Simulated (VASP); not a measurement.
**Ta2C: relaxation of shape and atoms at fixed volume with PBEsol**

The system is Ta2C.

```
CELL_PARAMETERS angstrom
3.19489 0.00000 0.00000
-1.59745 2.76686 0.00000
0.00000 0.00000 5.08096
ATOMIC_POSITIONS crystal
Ta 0.33333 0.66667 0.24926
Ta 0.66667 0.33333 0.75074
C 0.00000 0.00000 0.00000
```

| Quantity | Value |
| --- | --- |
| Program | VASP 6.6.1 |
| Task | relaxation of shape and atoms at fixed volume |
| Functional | PBEsol |
| Potentials or basis | VASP PAW PBE potentials, release 64 (Ta_pv, C) |
| Cutoff | 600 eV |
| k mesh | 18 × 18 × 8 |
| Occupations | gaussian, width 0.1 eV |
| Spin | no spin polarisation |
| Dipole correction | no |
| Further INCAR settings | ALGO = Normal; EDIFF = 1e-07; IBRION = 2; EDIFFG = -0.01; NSW = 50; ISIF = 4 |

| Quantity | Value |
| --- | --- |
| Energy gained by relaxing | 1.2 meV/atom |
| Ionic steps | 4 |
| Pressure after relaxing | -20.7 GPa |
| Band gap on the k mesh | zero (bands 13 and 14 overlap by 0.67 eV) |

Stress tensor (GPa, compression positive):
```
-20.69   0.00   0.00
  0.00 -20.69   0.00
  0.00   0.00 -20.79
```

Step by step:
```
step  energy change (eV)  largest force (eV/Å)  pressure (GPa)  volume (Å³)
   1              0.0000                0.2834          -21.48        44.91
   2             -0.0033                0.0411          -20.63        44.91
   3             -0.0034                0.0045          -20.75        44.91
   4             -0.0035                0.0014          -20.72        44.91
```

Final structure:
```xyz
3
Lattice="3.1936 0.0000 0.0000 -1.5968 2.7657 0.0000 0.0000 0.0000 5.0851" Properties=species:S:1:pos:R:3 pbc="T T T"
Ta    0.0000    1.8438    1.2551
Ta    1.5968    0.9219    3.8300
C     0.0000    0.0000    0.0000
```

Levels at points of the mesh, in eV from the Fermi level:
```tsv
k point	band 9	band 10	band 11	band 12	band 13	band 14	band 15	band 16	band 17
(0.00, 0.00, 0.00)	-3.51	-3.51	-3.05	0.01	0.42	0.42	1.02	1.02	2.30
(0.50, 0.00, 0.00)	-4.07	-3.82	-3.32	-1.67	-0.37	3.07	3.15	4.06	4.37
(0.00, 0.00, 0.50)	-3.70	-3.70	-1.66	-1.44	-0.25	-0.25	2.53	2.53	3.15
(0.50, 0.00, 0.50)	-4.27	-3.50	-2.38	-1.15	-1.03	1.57	1.72	3.72	4.27
```

It took 8.9 min on 1 thread of AMD EPYC 7R43 64-Core Processor (Zen 3), on a shared host, peak memory 0.34 GiB.

Caveat: the PAW data sets were made with another functional, which shifts forces and pressure a little; spin-orbit coupling is left out, which moves the levels of the heavy elements.
